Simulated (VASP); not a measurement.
A run of VASP 6.6.1:

The input INCAR:

```
ALGO     = Normal         # electronic algorithm
EDIFF    = 1E-7           # SCF threshold, eV
ENCUT    = 520            # plane-wave cutoff, eV
ISIF     = 2              # what is computed and relaxed
ISMEAR   = 0              # smearing method
LASPH    = True           # aspherical terms in the spheres
LCHARG   = False          # write CHGCAR
LREAL    = False          # projectors in reciprocal space
LWAVE    = False          # write WAVECAR
NBANDS   = 17             # bands
NELM     = 60             # most SCF steps
PREC     = Accurate       # precision mode
SIGMA    = 0.1            # smearing width, eV
```

Contents of KPOINTS:

```
k-points
0
Gamma
  8 8 8
```

The input POSCAR:

```
Al2Ru
1.0
   -1.5604216200      1.5604216200      4.2218055900
    1.5604216200     -1.5604216200      4.2218055900
    1.5604216200      1.5604216200     -4.2218055900
Al Ru
2 1
Direct
    0.6592021900      0.6592021900      0.0000000000
    0.3407978100      0.3407978100      0.0000000000
    0.0000000000      0.0000000000      0.0000000000
```

Potentials or basis: VASP PAW LDA potentials, release 64 (Al, Ru_pv).

Command:

```console
$ cat potpaw_LDA.64/Al/POTCAR potpaw_LDA.64/Ru_pv/POTCAR > POTCAR
$ mpirun -np 1 vasp_std > vasp.out
```

Hardware: 1 thread of AMD EPYC 7R43 64-Core Processor (Zen 3), on a shared host.

Task: Estimate the wall time of this run.

Result: It took 99 s on 1 thread of AMD EPYC 7R43 64-Core Processor (Zen 3) (shared host), peak memory 0.15 GiB. Counts: scf iterations 13, k points 59.
